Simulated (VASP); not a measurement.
Runs of VASP 6.6.1 on SrO. The structure is that of space group P6_3/mmc (No. 194), or close to it. The cells are those of the table. 

| task | level | potentials or basis | cell | k mesh | cutoff (eV) | k mesh for the DOS | occupations for the DOS | gap on the mesh (eV) | pressure (GPa) | largest force (eV/Å) |
| --- | --- | --- | --- | --- | --- | --- | --- | --- | --- | --- |
| relaxation of cell and atoms | PBE | VASP PAW PBE potentials, release 64 (Sr_sv, O) | relaxed from a = 4.275, b = 4.275, c = 5.156 Å, angles 90.0, 90.0, 120.0°, 4 atoms | 6 × 6 × 6 | 600 | - | - | 2.58 | 0.0 | - |
| single point | PBE | VASP PAW PBE potentials, release 64 (Sr_sv, O) | a = 4.290, b = 4.290, c = 5.184 Å, angles 90.0, 90.0, 120.0°, 4 atoms | 6 × 6 × 6 | 520 | - | - | (b) | 0.4 | - |
| single point | r2SCAN | VASP PAW PBE potentials, release 64 (Sr_sv, O) | a = 4.290, b = 4.290, c = 5.184 Å, angles 90.0, 90.0, 120.0°, 4 atoms | 6 × 6 × 6 | 520 | - | - | 2.98 | -0.8 | - |
| single point | PBE | VASP PAW PBE potentials, release 64 (Sr_sv, O) | a = 4.335, b = 4.315, c = 5.239 Å, angles 90.3, 90.4, 120.1°, 4 atoms | 9 × 9 × 6 | 520 | - | - | (c) | -1.2 | 0.33 |
| single point | PBE | VASP PAW PBE potentials, release 64 (Sr_sv, O) | a = 4.308, b = 4.308, c = 5.272 Å, angles 90.0, 90.0, 120.0°, 4 atoms | 9 × 9 × 6 | 520 | - | - | 2.57 | (d) | (a) |

Alike in all rows: no spin polarisation; smearing gaussian 0.02 eV.

Task: Fill in the values left out.

Result: (a) 0.17; (b) 2.59; (c) 2.52; (d) -1.0.

Caveats: the PAW data sets were made with another functional, which shifts forces and pressure a little (some runs).

A k mesh can miss the band edges, and the runs leave out spin-orbit coupling on Sr.
